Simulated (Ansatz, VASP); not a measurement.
## Two plane-wave programs on BaNaF

```
Na Ba F
1.0
     4.08990    0.00000    0.00000
    -2.04495    3.54196    0.00000
     0.00000    0.00000   13.24524
Na Ba F
2 2 2
Direct
  0.33333 0.66667 0.75000
  0.66667 0.33333 0.25000
  0.00000 0.00000 0.50000
  0.00000 0.00000 0.00000
  0.33333 0.66667 0.25000
  0.66667 0.33333 0.75000
```

Change from the starting cell: species swapped into the NdSbPd type (P6_3/mmc, No. 194).

Alike in both runs: functional PBE; k mesh 6 × 6 × 2; occupations gaussian, width 0.1 eV; no spin polarisation.

Ansatz relaxed the structure, and its values are those at the end. VASP's run is a single point on that final structure, the one shown.

```csv
,VASP,Ansatz
version,VASP 6.6.1,Ansatz 0.2.0
potentials or method,"VASP PAW PBE potentials, release 64 (Na_pv, Ba_sv, F), cutoff 520 eV","scalar-relativistic, plane waves, PAW"
valence electrons in the cell,48,52
```

|  | VASP | Ansatz | Ansatz less VASP |
| --- | --- | --- | --- |
| gap on the k mesh at the Fermi level (eV) | none | none | - |
| pressure (GPa) | 0.0 | 0.0 | 0.00 |

A gap of «none» marks a metal or a gap that the smearing closes. VASP's potentials hold 48 valence electrons a cell and Ansatz's 52, so a difference there can come from the potentials and not from the codes.

Spin-orbit coupling is off throughout.
